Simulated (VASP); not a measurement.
# HfC (P6_3/mmc) in VASP: notebook, part 2 of 2

VASP 6.6.1. The steps go on from the part before.

## Step 3: Single point, PBEsol

This run uses another cell than the first one, of 11.04 Å³/atom, 1.027 times its volume.

Input file INCAR:

```
SYSTEM = HfC
PREC = Accurate ; ENCUT = 520
EDIFF = 1E-7 ; ISMEAR = 1
SIGMA = 0.05 ; LREAL = .FALSE.
LASPH = .TRUE. ; NELM = 60
ALGO = Normal ; ISIF = 2
LWAVE = .FALSE. ; LCHARG = .FALSE.
GGA = PS ; NBANDS = 22
```

Input file KPOINTS:

```
regular mesh
0
G
  8 8 4
  0 0 0
```

Input file POSCAR:

```
HfC
1.0
    3.1840709155      0.0000000027      0.0000000000
   -1.5920354601      2.7574862989      0.0000000000
    0.0000000000      0.0000000000      5.0293982076
Hf C
2 2
Direct
    0.6666666667      0.3333333333      0.7500000000
    0.3333333333      0.6666666667      0.2500000000
    0.0000000000      0.0000000000      0.0000000000
    0.0000000000      0.0000000000      0.5000000000
```

Potentials or basis: VASP PAW PBE potentials, release 64 (Hf_pv, C).

Launch:

```bash
cat potpaw_PBE.64/Hf_pv/POTCAR potpaw_PBE.64/C/POTCAR > POTCAR
mpirun -np 1 vasp_std > vasp.out
```

OUTCAR:

```text
SYSTEM = HfC
   PREC = Accurate
   ENCUT = 520
   EDIFF = 1E-7
   ISMEAR = 1
   LREAL = .FALSE.
   LASPH = .TRUE.
   NELM = 60
   ISIF = 2
   GGA = PS

 ion  position               nearest neighbor table
   1  0.667  0.333  0.750-   3 2.23   4 2.23   3 2.23   4 2.23   3 2.23   4 2.23   2 3.11   2 3.11
                             2 3.11   2 3.11   2 3.11   2 3.11
   2  0.333  0.667  0.250-   3 2.23   4 2.23   3 2.23   4 2.23   3 2.23   4 2.23   1 3.11   1 3.11
                             1 3.11   1 3.11   1 3.11   1 3.11
   3  0.000  0.000  0.000-   1 2.23   2 2.23   2 2.23   1 2.23   1 2.23   2 2.23
   4  0.000  0.000  0.500-   1 2.23   2 2.23   2 2.23   1 2.23   1 2.23   2 2.23

  LATTYP: Found a hexagonal cell.
 ALAT       =     3.1840709155
 C/A-ratio  =     1.5795496837

  Lattice vectors:

 A1 = (   3.1840709155,   0.0000000027,   0.0000000000)
 A2 = (  -1.5920354601,   2.7574862989,   0.0000000000)
 A3 = (   0.0000000000,   0.0000000000,   5.0293982076)

Analysis of symmetry for initial positions (statically):
=====================================================================
 Subroutine PRICEL returns:
 Original cell was already a primitive cell.

[... 172 lines left out ...]
  free energy    TOTEN  =       -43.24156419 eV

  energy without entropy =      -43.24090167  energy(sigma->0) =      -43.24134335

 E-fermi :   7.2509     XC(G=0): -13.0691

 val. band max:        7.2255641035   @ k =   0.1250   0.1250   0.2500
 cond. band min:       7.2692592519   @ k =   0.2500   0.2500   0.2500
 fundamental gap:      0.0436951485
 Fermi energy:         7.2508548949

 k-point     1 :       0.0000    0.0000    0.0000
  band No.  band energies     occupation
      1     -23.0519      2.00000
      2     -22.1130      2.00000
      3     -22.1130      2.00000
      4     -21.9887      2.00000
      5     -21.9887      2.00000
      6     -21.8814      2.00000
[... 589 lines left out ...]
     21      15.9144      0.00000
     22      15.9144      0.00000

 [... further k-points ...]
[... 5 lines left out ...]
  --------------------------------------------------------------------------------------
  -------------------------------------------------------------------------------------
  Total        8.3130676      8.3130676      8.3738979     -0.0000000     -0.0000000      0.0000000
  in kB      301.6197503    301.6197503    303.8268326     -0.0000000     -0.0000000      0.0000000
  external PRESSURE =     302.3554444 kB  Pullay stress =       0.0000000 kB

 VOLUME and BASIS-vectors are now :
 -----------------------------------------------------------------------------
  energy-cutoff  :      520.00
  volume of cell :       44.16
      direct lattice vectors                 reciprocal lattice vectors
     3.184070915  0.000000003  0.000000000     0.314063357  0.181324564  0.000000000
    -1.592035460  2.757486299  0.000000000    -0.000000000  0.362649127  0.000000000
     0.000000000  0.000000000  5.029398208     0.000000000  0.000000000  0.198830945

 POSITION                                       TOTAL-FORCE (eV/Angst)
 -----------------------------------------------------------------------------------
      1.59204      0.91916      3.77205         0.000000      0.000000      0.000000
     -0.00000      1.83832      1.25735        -0.000000     -0.000000      0.000000
      0.00000      0.00000      0.00000        -0.000000      0.000000      0.000000
      0.00000      0.00000      2.51470        -0.000000      0.000000      0.000000
 -----------------------------------------------------------------------------------
    total drift:                               -0.000000      0.000000     -0.000000

  FREE ENERGIE OF THE ION-ELECTRON SYSTEM (eV)
  ---------------------------------------------------
  free  energy   TOTEN  =       -43.2415641926 eV

  energy  without entropy=      -43.2409016688  energy(sigma->0) =      -43.24134335
```

OSZICAR:

```text
N       E                     dE             d eps       ncg     rms          rms(c)
DAV:   1     0.853514699454E+02    0.85351E+02   -0.15716E+04  1320   0.128E+03
DAV:   2    -0.436816541729E+02   -0.12903E+03   -0.12335E+03  1668   0.293E+02
DAV:   3    -0.485585769900E+02   -0.48769E+01   -0.48485E+01  1698   0.417E+01
DAV:   4    -0.485985159680E+02   -0.39939E-01   -0.39910E-01  1610   0.413E+00
DAV:   5    -0.485989030064E+02   -0.38704E-03   -0.38702E-03  1708   0.363E-01    0.968E+01
DAV:   6    -0.433908182525E+02    0.52081E+01   -0.32486E+01  1512   0.222E+01    0.685E+01
DAV:   7    -0.432969693022E+02    0.93849E-01   -0.20518E+00  1506   0.715E+00    0.196E+01
DAV:   8    -0.432472248871E+02    0.49744E-01   -0.16795E-01  1634   0.198E+00    0.274E+00
DAV:   9    -0.432436413604E+02    0.35835E-02   -0.58664E-02  1526   0.104E+00    0.279E+00
DAV:  10    -0.432416282622E+02    0.20131E-02   -0.77872E-03  1574   0.447E-01    0.160E-01
DAV:  11    -0.432415741362E+02    0.54126E-04   -0.41857E-04  1658   0.131E-01    0.332E-01
DAV:  12    -0.432415637599E+02    0.10376E-04   -0.62533E-05  1590   0.340E-02    0.397E-02
DAV:  13    -0.432415642597E+02   -0.49985E-06   -0.17605E-06  1644   0.858E-03    0.925E-03
DAV:  14    -0.432415641926E+02    0.67095E-07   -0.84113E-08  1076   0.168E-03
   1 F= -.43241564E+02 E0= -.43241343E+02  d E =-.662524E-03
```

stdout:

```text
POSCAR found type information on POSCAR HfC
 POSCAR found :  2 types and       4 ions
 scaLAPACK will be used
 -----------------------------------------------------------------------------
|                                                                             |
|                                                                             |
|     You enforced a specific xc type in the INCAR file but a different       |
|     I HOPE YOU KNOW WHAT YOU ARE DOING!                                     |
|                                                                             |
 -----------------------------------------------------------------------------

 LDA part: xc-table for (Slater+PW92), standard interpolation
 POSCAR, INCAR and KPOINTS ok, starting setup
 FFT: planning ... GRIDC
 FFT: planning ... GRID_SOFT
 FFT: planning ... GRID
 WAVECAR not read
 entering main loop
```

It took 11 s on 1 thread of Intel Xeon 6975P-C (Granite Rapids), shared host; peak memory 0.17 GiB.

What came out:

* Free energy: -43.2416 eV
* Pressure: 30.2 GPa
* Band gap on the k mesh: zero (band 14 reaches 8.25 eV, above the bottom of band 15 at 7.23 eV)

Levels at points of the mesh, in eV from the Fermi level:
```tsv
k point	band 10	band 11	band 12	band 13	band 14	band 15	band 16	band 17	band 18	band 19
(0.00, 0.00, 0.00)	-3.35	-3.35	-1.28	-1.28	1.00	1.55	1.55	2.24	2.24	2.52
(0.50, 0.00, 0.00)	-4.10	-3.86	-3.48	-1.98	-0.85	1.63	5.00	5.56	5.59	6.46
(0.00, 0.00, 0.50)	-3.33	-2.90	-2.90	-2.90	-2.90	4.55	4.55	4.55	4.55	4.87
(0.50, 0.00, 0.50)	-4.39	-3.46	-3.46	-2.50	-2.50	1.56	1.56	5.59	5.59	6.29
```

Caveat: the PAW data sets were made with another functional, which shifts forces and pressure a little; spin-orbit coupling is left out, which moves the levels of the heavy elements.

## Step 4: Single point, PBEsol

This run uses another cell than the first one, of 11.37 Å³/atom, 1.057 times its volume.

Input file INCAR:

```
SYSTEM = HfC
ALGO = Normal
EDIFF = 1E-6
ENCUT = 520
GGA = PS
ISIF = 2
ISMEAR = 1
LASPH = .True.
LCHARG = .True.
LELF = .True.
LREAL = .False.
LVHAR = .True.
LWAVE = .False.
NBANDS = 22
NELM = 80
PREC = Accurate
SIGMA = 0.05
```

Input file KPOINTS:

```
k-points
0
Gamma
  8 8 4
  0 0 0
```

Input file POSCAR:

```
HfC
1.0
    3.2151112262      0.0000000028      0.0000000000
   -1.6075556155      2.7843679965      0.0000000000
    0.0000000000      0.0000000000      5.0796100917
Hf C
2 2
Direct
    0.6666666667      0.3333333333      0.7500000000
    0.3333333333      0.6666666667      0.2500000000
    0.0000000000      0.0000000000      0.0000000000
    0.0000000000      0.0000000000      0.5000000000
```

Launch:

```bash
cat potpaw_PBE.64/Hf_pv/POTCAR potpaw_PBE.64/C/POTCAR > POTCAR
mpirun -np 1 vasp_std > vasp.out
```

It took 12 s on 1 thread of Intel Xeon 6975P-C (Granite Rapids), shared host; peak memory 0.17 GiB.

The run converged. Its results:

| Property | Result |
| --- | --- |
| Free energy | -43.4470 eV |
| Pressure | 20.0 GPa |
| Band gap on the k mesh | zero (band 14 reaches 8.01 eV, above the bottom of band 15 at 7.02 eV) |

Stress tensor (GPa, compression positive):
```
19.93  0.00  0.00
 0.00 19.93  0.00
 0.00  0.00 20.10
```

Levels at points of the mesh, in eV from the Fermi level:
| k point | band 12 | band 13 | band 14 | band 15 | band 16 | band 17 |
| --- | --- | --- | --- | --- | --- | --- |
| (0.00, 0.00, 0.00) | -1.26 | -1.26 | 0.98 | 1.51 | 1.51 | 2.17 |
| (0.50, 0.00, 0.00) | -3.47 | -1.95 | -0.91 | 1.54 | 4.83 | 5.36 |
| (0.00, 0.00, 0.50) | -2.83 | -2.83 | -2.83 | 4.40 | 4.40 | 4.40 |
| (0.50, 0.00, 0.50) | -3.39 | -2.47 | -2.47 | 1.48 | 1.48 | 5.39 |

Caveat: the PAW data sets were made with another functional, which shifts forces and pressure a little; spin-orbit coupling is left out, which moves the levels of the heavy elements.

## Step 5: Single point, PBEsol

This run uses another cell than the first one, of 11.75 Å³/atom, 1.093 times its volume.

Input file INCAR:

```
SYSTEM = HfC
PREC = Accurate ; ENCUT = 520
EDIFF = 1E-7 ; ISMEAR = 1
SIGMA = 0.05 ; LREAL = .FALSE.
LASPH = .TRUE. ; NELM = 100
ALGO = Normal ; ISIF = 2
LWAVE = .FALSE. ; LCHARG = .FALSE.
GGA = PS ; NBANDS = 22
```

Input file KPOINTS:

```
regular mesh
0
G
  8 8 4
  0 0 0
```

Input file POSCAR:

```
HfC
1.0
    3.2502243004      0.0000000028      0.0000000000
   -1.6251121526      2.8147768107      0.0000000000
    0.0000000000      0.0000000000      5.1370289227
Hf C
2 2
Direct
    0.6666666667      0.3333333333      0.7500000000
    0.3333333333      0.6666666667      0.2500000000
    0.0000000000      0.0000000000      0.0000000000
    0.0000000000      0.0000000000      0.5000000000
```

Launch:

```bash
cat potpaw_PBE.64/Hf_pv/POTCAR potpaw_PBE.64/C/POTCAR > POTCAR
mpirun -np 1 vasp_std > vasp.out
```

Wall time 11 s (1 thread of Intel Xeon 6975P-C (Granite Rapids), shared host); peak memory 0.17 GiB.

It converged, with:

| Quantity | Value |
| --- | --- |
| Free energy | -43.5876 eV |
| Pressure | 9.8 GPa |
| Band gap on the k mesh | zero (band 14 reaches 7.74 eV, above the bottom of band 15 at 6.78 eV) |

Stress tensor (GPa, compression positive):
```
9.72 0.00 0.00
0.00 9.72 0.00
0.00 0.00 9.82
```

Levels at points of the mesh, in eV from the Fermi level:
```tsv
k point	band 10	band 11	band 12	band 13	band 14	band 15	band 16	band 17	band 18	band 19
(0.00, 0.00, 0.00)	-3.20	-3.20	-1.24	-1.24	0.95	1.47	1.47	2.10	2.10	2.31
(0.50, 0.00, 0.00)	-4.10	-3.67	-3.46	-1.92	-0.97	1.43	4.64	5.13	5.17	5.96
(0.00, 0.00, 0.50)	-3.28	-2.76	-2.76	-2.76	-2.76	4.22	4.22	4.22	4.22	4.45
(0.50, 0.00, 0.50)	-4.45	-3.31	-3.31	-2.45	-2.45	1.39	1.39	5.18	5.18	5.82
```

Caveat: the PAW data sets were made with another functional, which shifts forces and pressure a little; spin-orbit coupling is left out, which moves the levels of the heavy elements.

## Step 6: Overview

| cell | gap on the mesh (eV) | pressure (GPa) |
| --- | --- | --- |
| a = 3.156, b = 3.156, c = 4.985 Å, angles 90.0, 90.0, 120.0°, 4 atoms | none | 40.5 |
| a = 3.184, b = 3.184, c = 5.029 Å, angles 90.0, 90.0, 120.0°, 4 atoms | none | 30.2 |
| a = 3.215, b = 3.215, c = 5.080 Å, angles 90.0, 90.0, 120.0°, 4 atoms | none | 20.0 |
| a = 3.250, b = 3.250, c = 5.137 Å, angles 90.0, 90.0, 120.0°, 4 atoms | none | 9.8 |

Alike in all rows: task single point; level PBEsol; potentials or basis VASP PAW PBE potentials, release 64 (Hf_pv, C); no spin polarisation; k mesh 8 × 8 × 4; cutoff (eV) 520; smearing methfessel-paxton 0.05 eV.

Caveats: the PAW data sets were made with another functional, which shifts forces and pressure a little; spin-orbit coupling is left out, which moves the levels of the heavy elements.

Total energies depend on the potentials used, so only differences within one code and one set of settings carry meaning.
